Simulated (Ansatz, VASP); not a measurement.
One calculation of ZnCu, two programs

Contents of INCAR:

```
PREC     = Accurate       # precision mode
ENCUT    = 520            # plane-wave cutoff, eV
EDIFF    = 1E-6           # SCF threshold, eV
ISMEAR   = 0              # smearing method
SIGMA    = 0.05           # smearing width, eV
LREAL    = False          # projectors in reciprocal space
LASPH    = True           # aspherical terms in the spheres
NELM     = 80             # most SCF steps
ALGO     = Fast           # electronic algorithm
ISIF     = 2              # what is computed and relaxed
LWAVE    = False          # write WAVECAR
LCHARG   = False          # write CHGCAR
GGA      = PE             # functional
NBANDS   = 18             # bands
```

Contents of KPOINTS:

```
regular mesh
0
Gamma
  14 14 8
```

Contents of POSCAR:

```
ZnCu
1.0
    1.4880390000     -2.1212790000      0.0000000000
    1.4880390000      2.1212790000      0.0000000000
    0.0000000000      0.0000000000      4.1407460000
Zn Cu
1 1
Direct
    0.5000000000      0.5000000000      0.5000000000
    0.0000000000      0.0000000000      0.0000000000
```

Input for Ansatz:

```yaml
crystal:
  lattice:
    - [1.488039, -2.121279, 0.0]
    - [1.488039, 2.121279, 0.0]
    - [0.0, 0.0, 4.140746]
  atoms:
    - { symbol: Zn, position: [0.5, 0.5, 0.5] }
    - { symbol: Cu, position: [0.0, 0.0, 0.0] }
basis:
  ecutwfc: 420
  fft_grid_basis: typed
kpoints:
  mp_grid: { grid: [14, 14, 8] }
hamiltonian:
  xc: pbe
scf:
  occupations: { method: gaussian, width: 0.05 }
output:
  forces: true
  stress: true
  eigenvalues: true
  bader: true
  write_density: true
  volumetric_format: npy
  elf: true
```

Alike in both runs: task single point; functional PBE; k mesh 14 × 14 × 8; occupations gaussian, width 0.05 eV; no spin polarisation.

|  | VASP | Ansatz |
| --- | --- | --- |
| version | VASP 6.6.1 | Ansatz 0.2.0 |
| potentials or method | VASP PAW PBE potentials, release 64 (Zn, Cu), cutoff 520 eV | scalar-relativistic, plane waves, PAW |
| valence electrons in the cell | 23 | 31 |

|  | VASP | Ansatz | Ansatz less VASP |
| --- | --- | --- | --- |
| gap on the k mesh at the Fermi level (eV) | none | none | - |
| pressure (GPa) | 0.5 | 0.1 | -0.39 |
| traceless stress, the component that is largest in VASP (GPa) | 1.09 | 1.11 | +0.012 |

A gap of «none» marks a metal or a gap that the smearing closes. VASP's potentials hold 23 valence electrons a cell and Ansatz's 31, so a difference there can come from the potentials and not from the codes.
